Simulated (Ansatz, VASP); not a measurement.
## HfO2: VASP beside Ansatz

File POSCAR:

```
HfO2
1.0
    0.0000000000      2.5575000000      2.5575000000
    2.8452187500      0.0000000000      2.5575000000
    2.8452187500      2.5575000000      0.0000000000
Hf O
1 2
Direct
    0.0000000000      0.0000000000      0.0000000000
    0.2500000000      0.2500000000      0.2500000000
    0.7500000000      0.7500000000      0.7500000000
```

Contents of INCAR.step1:

```
ALGO     = Normal         # electronic algorithm
EDIFF    = 1E-4           # SCF threshold, eV
ENCUT    = 520            # plane-wave cutoff, eV
GGA      = PE             # functional
ISMEAR   = 0              # smearing method
LASPH    = T              # aspherical terms in the spheres
LCHARG   = F              # write CHGCAR
LREAL    = F              # projectors in reciprocal space
LWAVE    = T              # write WAVECAR
NBANDS   = 18             # bands
NELM     = 80             # most SCF steps
PREC     = Accurate       # precision mode
SIGMA    = 0.05           # smearing width, eV
```

Contents of INCAR.step2:

```
ALGO     = Normal         # electronic algorithm
EDIFF    = 1E-6           # SCF threshold, eV
ENCUT    = 520            # plane-wave cutoff, eV
ISIF     = 2              # what is computed and relaxed
ISMEAR   = 0              # smearing method
ISTART   = 1            
LASPH    = T              # aspherical terms in the spheres
LCHARG   = T              # write CHGCAR
LELF     = T              # ELF
LMIXTAU  = T            
LREAL    = F              # projectors in reciprocal space
LVHAR    = T            
LWAVE    = F              # write WAVECAR
METAGGA  = R2SCAN         # meta-GGA
NBANDS   = 18             # bands
NELM     = 80             # most SCF steps
PREC     = Accurate       # precision mode
SIGMA    = 0.05           # smearing width, eV
```

File KPOINTS:

```
k-points
0
Gamma
  8 8 8
```

Input for Ansatz:

```yaml
crystal:
  lattice:
    - [0.0, 2.5575, 2.5575]
    - [2.84521875, 0.0, 2.5575]
    - [2.84521875, 2.5575, 0.0]
  atoms:
    - { symbol: Hf, position: [0.0, 0.0, 0.0] }
    - { symbol: O, position: [0.25, 0.25, 0.25] }
    - { symbol: O, position: [0.75, 0.75, 0.75] }
basis:
  ecutwfc: 500
kpoints:
  mp_grid: { grid: [8, 8, 8] }
hamiltonian:
  xc: r2scan
scf:
  occupations: { method: gaussian, width: 0.05 }
output:
  forces: true
  stress: true
  eigenvalues: true
```

Change from the starting cell: strain +0.1125 x Voigt [1, 0, 0, 0, 0, 0], atoms carried along.

Alike in both runs: task single point; functional r2SCAN; k mesh 8 × 8 × 8; occupations gaussian, width 0.05 eV; no spin polarisation.

|  | VASP | Ansatz |
| --- | --- | --- |
| version | VASP 6.6.1 | Ansatz 0.2.0 |
| potentials or method | VASP PAW PBE potentials, release 64 (Hf_pv, O), cutoff 520 eV | scalar-relativistic, plane waves, PAW |
| valence electrons in the cell | 22 | 38 |

VASP gave:

| Quantity | Value |
| --- | --- |
| gap on the k mesh at the Fermi level (eV) | 2.64 |
| least direct gap on the mesh (eV) | 3.05 |
| pressure (GPa) | -30.4 |
| traceless stress, the component that is largest in VASP (GPa) | -30.48 |

Q: Which values does Ansatz return?

A: gap on the k mesh at the Fermi level (eV): 2.66; least direct gap on the mesh (eV): 3.08; pressure (GPa): -27.8; traceless stress, the component that is largest in VASP (GPa): -30.14.

VASP's potentials were made for PBE, not for r2SCAN. VASP's potentials hold 22 valence electrons a cell and Ansatz's 38, so a difference there can come from the potentials and not from the codes.

Neither program's run includes spin-orbit coupling. Noted on VASP's run: the cell as given lies far from equilibrium.
